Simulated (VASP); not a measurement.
## SnS2: single point with LDA

SnS2:

```
Sn S
1.0
     3.67431    0.00000    0.00000
    -1.83715    3.18204    0.00000
     0.00000    0.00000    6.22883
Sn S
1 2
Direct
  0.00000 0.00000 0.00000
  0.33333 0.66667 0.23465
  0.66667 0.33333 0.76535
```

- Program: VASP 6.6.1
- Task: single point
- Functional: LDA
- Potentials or basis: VASP PAW LDA potentials, release 64 (Sn_d, S)
- Cutoff: 500 eV
- k mesh: 6 × 6 × 4
- Occupations: gaussian, width 0.1 eV
- Spin: no spin polarisation
- Dipole correction: no
- Further INCAR settings: ALGO = Normal; EDIFF = 1e-06; NBANDS = 20

| Item | Value |
| --- | --- |
| Pressure | -2.2 GPa |
| Largest force | 0.069 eV/Å |
| Band gap on the k mesh | 1.44 eV (least direct gap 1.72 eV) |

Forces in eV/Å, atoms in the order of the input:
```
Sn   0.000  0.000  0.000
S    0.000  0.000 -0.069
S    0.000  0.000  0.069
```

Stress tensor (GPa, compression positive):
```
-2.49  0.00  0.00
 0.00 -2.49  0.00
 0.00  0.00 -1.73
```

Levels at points of the mesh, in eV from the valence-band top:
| k point | band 10 | band 11 | band 12 | band 13 | band 14 | band 15 | band 16 | band 17 |
| --- | --- | --- | --- | --- | --- | --- | --- | --- |
| (0.00, 0.00, 0.00) | -0.53 | -0.18 | -0.18 | -0.08 | 1.85 | 3.57 | 5.33 | 5.33 |
| (0.50, 0.00, 0.00) | -2.38 | -2.34 | -0.68 | -0.19 | 1.59 | 4.46 | 6.12 | 6.32 |
| (0.00, 0.00, 0.50) | -0.57 | -0.57 | -0.11 | -0.11 | 2.82 | 3.61 | 5.19 | 5.19 |
| (0.50, 0.00, 0.50) | -2.30 | -1.75 | -0.51 | -0.38 | 1.44 | 4.68 | 5.65 | 6.36 |

Wall time 21 s on 1 thread of Intel(R) Xeon(R) Platinum 8259CL CPU @ 2.50GHz (Skylake/Cascade Lake) (shared host), peak memory 0.17 GiB.

Caveat: spin-orbit coupling is left out, which moves the levels of the heavy elements. A k mesh can miss the band edges.
